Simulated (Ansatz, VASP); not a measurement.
CuI: VASP beside Ansatz

Contents of POSCAR:

```
CuI
1.0
    0.0000000000      3.0120291031      3.0120291031
    3.0120291031      0.0000000000      3.0120291031
    3.0120291031      3.0120291031      0.0000000000
Cu I
1 1
Direct
    0.0000000000      0.0000000000      0.0000000000
    0.2500000000      0.2500000000      0.2500000000
```

The input INCAR.step1:

```
PREC = Accurate ; ENCUT = 520
ISMEAR = 0 ; SIGMA = 0.01
LREAL = F ; LASPH = T
NELM = 100 ; NBANDS = 16
GGA = PE ; ALGO = Normal
EDIFF = 1E-4 ; LWAVE = T
LCHARG = F
```

Contents of INCAR.step2:

```
PREC = Accurate ; ENCUT = 520
EDIFF = 1E-6 ; ISMEAR = 0
SIGMA = 0.01 ; LREAL = F
LASPH = T ; NELM = 100
ALGO = Normal ; ISIF = 2
LWAVE = F ; LCHARG = F
METAGGA = R2SCAN ; LMIXTAU = T
NBANDS = 16 ; ISTART = 1
```

File KPOINTS:

```
regular mesh
0
Gamma
  8 8 8
```

Input for Ansatz:

```yaml
crystal:
  lattice:
    - [0.0, 3.0120291031, 3.0120291031]
    - [3.0120291031, 0.0, 3.0120291031]
    - [3.0120291031, 3.0120291031, 0.0]
  atoms:
    - { symbol: Cu, position: [0.0, 0.0, 0.0] }
    - { symbol: I, position: [0.25, 0.25, 0.25] }
kpoints:
  mp_grid: { grid: [8, 8, 8] }
  band_path:
    path:
      - [0.0, 0.0, 0.0]
      - [-0.5, -0.5, 0.0]
      - [-0.375, -0.375, 0.25]
      - [-0.375, 0.0, 0.375]
      - [0.0, 0.0, 0.5]
      - [-0.5, -0.25, 0.25]
    npoints: 1
hamiltonian:
  xc: r2scan
scf:
  occupations: { method: fixed }
  n_extra_bands: 4
output:
  forces: true
  stress: true
  eigenvalues: true
```

Alike in both runs: task single point; functional r2SCAN; k mesh 8 × 8 × 8; no spin polarisation.

|  | VASP | Ansatz |
| --- | --- | --- |
| version | VASP 6.6.1 | Ansatz 0.2.0 |
| potentials or method | VASP PAW PBE potentials, release 64 (Cu, I) | plane waves, PAW |
| plane-wave cutoff (eV) | 520 | 500 |
| occupations | gaussian, width 0.01 eV | fixed |
| valence electrons in the cell | 18 | 36 |

Ansatz gave:

| Property | Result |
| --- | --- |
| gap on the k mesh at the Fermi level (eV) | 1.67 |
| pressure (GPa) | 0.0 |

Question: What did VASP give for the same quantities?

Answer: gap on the k mesh at the Fermi level (eV): 1.67; pressure (GPa): -0.1.

VASP's potentials were made for PBE, not for r2SCAN. VASP's potentials hold 18 valence electrons a cell and Ansatz's 36, so a difference there can come from the potentials and not from the codes.

Spin-orbit coupling is off throughout.
